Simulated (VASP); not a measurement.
Wanted: the native input for a VASP 6.6.1 run.

* Task: single point
* Functional: PBEsol
* Potentials or basis: VASP PAW PBE potentials, release 64 (Al, N)
* Cutoff: 520 eV
* k mesh: 8 × 8 × 3
* Occupations: gaussian, width 0.05 eV
* Spin: no spin polarisation
* Dipole correction: no
* Further INCAR settings: ALGO = Normal; EDIFF = 1e-06; NBANDS = 26

The structure of AlN lies in POSCAR:

```
AlN
1.0
   -3.1135599822      0.0000000000      0.0000000000
   -1.5567799911     -2.6964220408      0.0000000000
   -0.1297316659     -0.2247018367     13.1667009506
Al N
4 4
Direct
    0.3333333333      0.2762769539      0.6846765534
    0.3333333333      0.3078170646      0.3061952243
    0.6666666667      0.6569204534      0.1169545598
    0.6666666667      0.6253803426      0.4954358889
    0.3333333333      0.3273094913      0.0722861048
    0.3333333333      0.2957693805      0.4507674338
    0.6666666667      0.6448727692      0.2615267693
    0.6666666667      0.6133326585      0.6400080984
```

This cell differs from its parent crystal: the part above a cut slid along it.

One way to write it, as run:

INCAR

```
  ALGO = Normal
  EDIFF = 1E-6
  ENCUT = 520
  GGA = PS
  ISIF = 2
  ISMEAR = 0
  LASPH = True
  LCHARG = False
  LREAL = False
  LWAVE = False
  NBANDS = 26
  NELM = 60
  PREC = Accurate
  SIGMA = 0.05
```

KPOINTS

```
k-points
0
Gamma
  8 8 3
```

Potentials or basis: VASP PAW PBE potentials, release 64 (Al, N).

Command:

```bash
$ cat potpaw_PBE.64/Al/POTCAR potpaw_PBE.64/N/POTCAR > POTCAR
$ mpirun -np 1 vasp_std > vasp.out
```

Results of the run:

```yaml
Pressure: -1.2 GPa
Largest_force: 2.053 eV/Å
Band_gap_on_the_k_mesh: zero (bands 16 and 17 overlap by 0.20 eV)
```

Caveat: the cell differs from its parent crystal (the part above a cut slid along it); semilocal functionals underestimate gaps, and a narrow one can read as zero; the PAW data sets were made with another functional, which shifts forces and pressure a little.

Run time: 3.6 min on 1 thread of AMD EPYC 9R45 (Zen 5), on a shared host, peak memory 0.32 GiB.
